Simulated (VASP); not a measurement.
# Si3O2 (P4mm) in VASP: relaxation of cell and atoms with PBE

Aim: the relaxation of cell and atoms of Si3O2 with PBE.

Program: VASP 6.6.1. These are calculated values, not measurements. Logs are shortened: lines on timing, memory, paths and dates and some standing lists are left out, and cuts for length are marked.

## (1) The cell of the first run

Symmetry: P4mm, No. 99, tetragonal system. Conventional cell: a = 3.367 Å, b = 3.367 Å, c = 5.496 Å, α = 90.00°, β = 90.00°, γ = 90.00°. Si (site symmetry 4mm) has 4 O at 1.77 Å and 1 Si at 2.36 Å within 2.4 Å. Within 3.2 Å of Si (site symmetry 4mm) lie 6 Si at 2.36 to 3.14 Å and 4 O at 3.08 Å. Within 3.4 Å of Si (site symmetry 4mm) lie 4 O at 2.31 Å and 12 Si at 2.58 to 3.37 Å. O (site symmetry 2mm) has 4 Si at 1.77 to 2.31 Å and 4 O at 2.38 Å within 2.4 Å.

The cell was generated, and may not be a known phase.

## (2) Relaxation of cell and atoms, PBE

The input, INCAR:

```
PREC = Accurate
ENCUT = 600
EDIFF = 1E-6
ISMEAR = 0
SIGMA = 0.1
LREAL = F
LASPH = T
NELM = 60
ALGO = Normal
ISIF = 3
LWAVE = F
LCHARG = F
GGA = PE
IBRION = 2
NSW = 100
EDIFFG = -0.01
```

The input, KPOINTS:

```
regular mesh
0
Gamma
  12 12 8
```

The input, POSCAR:

```
Si3O2
1.0
    3.3673109743      0.0000000000      0.0000000000
    0.0000000000      3.3673109743      0.0000000000
    0.0000000000      0.0000000000      5.4959518617
Si O
3 2
Direct
    0.5000000000      0.5000000000      0.3316117160
    0.5000000000      0.5000000000      0.9023412393
    0.0000000000      0.0000000000      0.7214258972
    0.5000000000      0.0000000000      0.4336281237
    0.0000000000      0.5000000000      0.4336281237
```

Potentials or basis: VASP PAW PBE potentials, release 64 (Si, O).

Run with:

```bash
cat potpaw_PBE.64/Si/POTCAR potpaw_PBE.64/O/POTCAR > POTCAR
mpirun -np 1 vasp_std > vasp.out
```

OUTCAR:

```text
PREC = Accurate
   ENCUT = 600
   EDIFF = 1E-6
   ISMEAR = 0
   LREAL = F
   LASPH = T
   NELM = 60
   ISIF = 3
   GGA = PE
   IBRION = 2
   NSW = 100
   EDIFFG = -0.01

 ion  position               nearest neighbor table
   1  0.500  0.500  0.332-   4 1.77   5 1.77   4 1.77   5 1.77   2 2.36   2 3.14
   2  0.500  0.500  0.902-   1 2.36   3 2.58   3 2.58   3 2.58   3 2.58   1 3.14
   3  0.000  0.000  0.721-   4 2.31   5 2.31   5 2.31   4 2.31   2 2.58   2 2.58   2 2.58   2 2.58

   4  0.500  0.000  0.434-   1 1.77   1 1.77   3 2.31   3 2.31
   5  0.000  0.500  0.434-   1 1.77   1 1.77   3 2.31   3 2.31

  LATTYP: Found a simple tetragonal cell.
 ALAT       =     3.3673109743
 C/A-ratio  =     1.6321485909

  Lattice vectors:

 A1 = (   3.3673109743,   0.0000000000,   0.0000000000)
 A2 = (   0.0000000000,   3.3673109743,   0.0000000000)
 A3 = (   0.0000000000,   0.0000000000,   5.4959518617)

Analysis of symmetry for initial positions (statically):
=====================================================================
 Subroutine PRICEL returns:
 Original cell was already a primitive cell.

 Routine SETGRP: Setting up the symmetry group for a
 simple tetragonal supercell.

 Subroutine GETGRP returns: Found  8 space group operations
 (whereof  8 operations were pure point group operations)
 out of a pool of 16 trial point group operations.

The static configuration has the point symmetry C_4v.

Analysis of symmetry for dynamics (positions and initial velocities):
=====================================================================
 Subroutine PRICEL returns:
 Original cell was already a primitive cell.

 Routine SETGRP: Setting up the symmetry group for a
 simple tetragonal supercell.

 Subroutine GETGRP returns: Found  8 space group operations
 (whereof  8 operations were pure point group operations)
 out of a pool of 16 trial point group operations.

The dynamic configuration has the point symmetry C_4v.

 Subroutine INISYM returns: Found  8 space group operations
 (whereof  8 operations are pure point group operations),
 and found     1 'primitive' translations

----------------------------------------------------------------------------------------

                                     Primitive cell

  volume of cell :      62.3174

  direct lattice vectors                    reciprocal lattice vectors
     3.367310974  0.000000000  0.000000000     0.296972869  0.000000000  0.000000000
     0.000000000  3.367310974  0.000000000     0.000000000  0.296972869  0.000000000
[... 105 lines left out ...]
   EFERMI =   0.00;   METHOD = LEGACY
   ISMEAR =     0;   SIGMA  =   0.10  broadening in eV -4-tet -1-fermi 0-gaus
   EFERMI_NEDOS =   21; number of points for ismear=-14 and -15
   IALGO  =     38    algorithm
   IMIX   =      4    mixing-type and parameters
     AMIX     =   0.40;   BMIX     =  1.00
     AMIX_MAG =   1.60;   BMIX_MAG =  1.00
  volume/ion in A,a.u.               =      12.46        84.11
  Fermi-wavevector in a.u.,A,eV,Ry     =   1.191083  2.250821 19.302304  1.418679
  Thomas-Fermi vector in A             =   2.327153
   LORBIT       =      0    0 simple, 1 ext, 2 COOP (PROOUT), +10 PAW based schemes
   GGA     = PE    functional components
   LHFCALC =     F    Hartree Fock is set to
   AEXX    =    0.0000 exact exchange contribution
   IVDW    =     0    specifies the selected vdW correction
   LEPSILON=     F    determine dielectric tensor
   LRPA    =     F    only Hartree local field effects (RPA)
 conjugate gradient relaxation of ions
 non-spin polarized calculation
 Gauss-broadening in eV      SIGMA  =   0.10
  energy-cutoff  :      600.00
  volume of cell :       62.32
 maximum number of plane-waves:      2108
 NGX is ok and might be reduce to    28
   NGX = 13   NGY = 13   NGZ = 21

--------------------------------------- Ionic step        1  -------------------------------------------

 number of electron      23.9999999 magnetization

 Free energy of the ion-electron system (eV)
  ---------------------------------------------------
  ext. energy  EPLUGINS =         0.00000000
  ---------------------------------------------------
  free energy    TOTEN  =       -30.54381440 eV

  energy without entropy =      -30.54033274  energy(sigma->0) =      -30.54207357

------------------------ aborting loop because EDIFF is reached ----------------------------------------

  FORCE on cell =-STRESS in cart. coord.  units (eV):
  Direction    XX          YY          ZZ          XY          YZ          ZX
  --------------------------------------------------------------------------------------
  -------------------------------------------------------------------------------------
  Total       -0.0168669     -0.0168669     -0.3083846      0.0000000      0.0000000      0.0000000
  in kB       -0.4336476     -0.4336476     -7.9285521      0.0000000      0.0000000      0.0000000
  external PRESSURE =      -2.9319491 kB  Pullay stress =       0.0000000 kB
[... 182 lines left out ...]
--------------------------------------- Ionic step        6  -------------------------------------------

 number of electron      23.9999999 magnetization

 Free energy of the ion-electron system (eV)
  ---------------------------------------------------
  ext. energy  EPLUGINS =         0.00000000
  ---------------------------------------------------
  free energy    TOTEN  =       -30.54735494 eV

  energy without entropy =      -30.54331000  energy(sigma->0) =      -30.54533247

 E-fermi :   8.0818     XC(G=0): -10.7232

 val. band max:        8.0809099114   @ k =   0.0000   0.0000   0.3750
 cond. band min:       8.0972862413   @ k =   0.0833   0.0000   0.0000
 fundamental gap:      0.0163763299
 Fermi energy:         8.0817950676

 k-point     1 :       0.0000    0.0000    0.0000
  band No.  band energies     occupation
      1     -14.4702      2.00000
      2     -10.8221      2.00000
      3      -3.4264      2.00000
      4      -1.3389      2.00000
      5      -0.9139      2.00000
      6      -0.9139      2.00000
[... 433 lines left out ...]
      3      -3.9934      2.00000
      4      -1.1083      2.00000
      5       0.5083      2.00000
      6       1.1857      2.00000
[... 8 lines left out ...]
     15      12.7137      0.00000
     16      12.9355      0.00000

 [... further k-points ...]

------------------------ aborting loop because EDIFF is reached ----------------------------------------

  FORCE on cell =-STRESS in cart. coord.  units (eV):
  Direction    XX          YY          ZZ          XY          YZ          ZX
  --------------------------------------------------------------------------------------
  -------------------------------------------------------------------------------------
  Total       -0.0027814     -0.0027814      0.0128199      0.0000000      0.0000000      0.0000000
  in kB       -0.0718056     -0.0718056      0.3309568      0.0000000      0.0000000      0.0000000
  external PRESSURE =       0.0624485 kB  Pullay stress =       0.0000000 kB
[... 20 lines left out ...]
  FREE ENERGIE OF THE ION-ELECTRON SYSTEM (eV)
  ---------------------------------------------------
  free  energy   TOTEN  =       -30.5473549351 eV

  energy  without entropy=      -30.5433100019  energy(sigma->0) =      -30.54533247

 reached required accuracy - stopping structural energy minimisation
```

CONTCAR:

```text
Si3O2
   1.00000000000000
     3.3678527255115220    0.0000000000000000    0.0000000000000000
     0.0000000000000000    3.3678527255115220    0.0000000000000000
     0.0000000000000000    0.0000000000000000    5.4716263945502908
  Si              O
     3     2
Direct
     0.5000000000000000    0.5000000000000000    0.3311103673355697
     0.5000000000000000    0.5000000000000000    0.8997022499737204
     0.0000000000000000    0.0000000000000000    0.7238655974031099
     0.5000000000000000    1.0000000000000000    0.4339784425937953
     0.0000000000000000    0.5000000000000000    0.4339784425937953

  0.00000000E+00  0.00000000E+00  0.00000000E+00
  0.00000000E+00  0.00000000E+00  0.00000000E+00
  0.00000000E+00  0.00000000E+00  0.00000000E+00
  0.00000000E+00  0.00000000E+00  0.00000000E+00
  0.00000000E+00  0.00000000E+00  0.00000000E+00
```

It took 8 min on 1 thread of Intel Xeon 6975P-C (Granite Rapids), shared host; peak memory 0.29 GiB.

Results:

- Free energy: -30.5474 eV
- Relaxed volume: 12.41 Å³/atom
- Relaxed cell: a = 3.368 Å, b = 3.368 Å, c = 5.472 Å, α = 90.00°, β = 90.00°, γ = 90.00°
- Space group after relaxing (to 0.1 Å): P4mm (No. 99)
- Energy gained by relaxing: 0.7 meV/atom
- Ionic steps: 6
- Pressure after relaxing: 0.0 GPa
- Largest force after relaxing: 0.009 eV/Å
- Band gap on the k mesh: zero (bands 12 and 13 overlap by 3.42 eV)

Forces in eV/Å, atoms in the order of the input:
```
Si   0.000  0.000  0.004
Si   0.000  0.000  0.001
Si   0.000  0.000  0.009
O    0.000  0.000 -0.007
O    0.000  0.000 -0.007
```

Step by step:
```
step  energy change (eV)  largest force (eV/Å)  pressure (GPa)  volume (Å³)
   1              0.0000                0.2300           -0.29        62.32
   2             -0.0031                0.0700            0.01        62.11
   3             -0.0034                0.0608            0.14        62.03
   4             -0.0035                0.0343           -0.16        62.12
   5             -0.0035                0.0148           -0.04        62.09
   6             -0.0035                0.0087            0.01        62.06
```

Final structure:
```cif
data_structure
_symmetry_space_group_name_H-M 'P 1'
_symmetry_Int_Tables_number 1
_cell_length_a 3.3679
_cell_length_b 3.3679
_cell_length_c 5.4716
_cell_angle_alpha 90.000
_cell_angle_beta 90.000
_cell_angle_gamma 90.000
_cell_volume 62.06
loop_
_atom_site_label
_atom_site_type_symbol
_atom_site_fract_x
_atom_site_fract_y
_atom_site_fract_z
_atom_site_occupancy
Si1 Si 0.50000 0.50000 0.33111 1
Si2 Si 0.50000 0.50000 0.89970 1
Si3 Si 0.00000 0.00000 0.72387 1
O1 O 0.50000 0.00000 0.43398 1
O2 O 0.00000 0.50000 0.43398 1
```
